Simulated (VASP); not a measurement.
Input of a VASP 6.6.1 run:

INCAR

```
SYSTEM = HgSe2
  PREC = Accurate
  ENCUT = 500
  EDIFF = 1E-7
  ISMEAR = 0
  SIGMA = 0.1
  LREAL = .FALSE.
  LASPH = .TRUE.
  NELM = 120
  ALGO = Normal
  ISIF = 3
  LWAVE = .FALSE.
  LCHARG = .FALSE.
  GGA = PE
  IVDW = 12
  IBRION = 2
  NSW = 100
  EDIFFG = -0.01
  GGA_COMPAT = .FALSE.
  NELMIN = 4
```

File KPOINTS:

```
regular mesh
0
G
  10 10 4
  0 0 0
```

Contents of POSCAR:

```
HgSe2
1.0
    4.1219030836      0.0000000000      0.0000000000
    0.0000000000      4.1219030836      0.0000000000
    0.0000000000      0.0000000000      8.8375136641
Hg Se
2 4
Direct
    0.5000000000      0.5000000000      0.5000000000
    0.0000000000      0.0000000000      0.5000000000
    0.0000000000      0.0000000000      0.0000000000
    0.5000000000      0.5000000000      0.0000000000
    0.5000000000      0.0000000000      0.7136822226
    0.0000000000      0.5000000000      0.2863177774
```

Potentials or basis: VASP PAW PBE potentials, release 64 (Hg, Se).

Run with:

```console
$ cat potpaw_PBE.64/Hg/POTCAR potpaw_PBE.64/Se/POTCAR > POTCAR
$ mpirun -np 1 vasp_std > vasp.out
```

Task: What does it give for the relaxed cell?

Result: a = 4.110 Å, b = 4.110 Å, c = 8.988 Å, α = 90.00°, β = 90.00°, γ = 90.00°.

Task: What does it give for the space group after relaxing (to 0.1 Å)?

Result: P4/nmm (No. 129).

Task: Estimate the dispersion energy per atom.

Result: -0.359 eV.

Task: Estimate the relaxed volume.

Result: 25.30 Å³/atom.

Step by step:
```csv
step,energy change (eV),largest force (eV/Å),pressure (GPa),volume (Å³)
1,0.0000,0.0319,0.23,150.15
2,-0.0012,0.0292,-0.10,150.93
3,-0.0012,0.0337,-0.13,150.99
4,-0.0019,0.0392,-0.05,150.87
5,-0.0022,0.0454,0.04,150.74
6,-0.0025,0.0399,0.03,150.87
7,-0.0031,0.0227,0.03,151.28
8,-0.0033,0.0155,0.01,152.08
9,-0.0034,0.0018,0.02,151.80
```
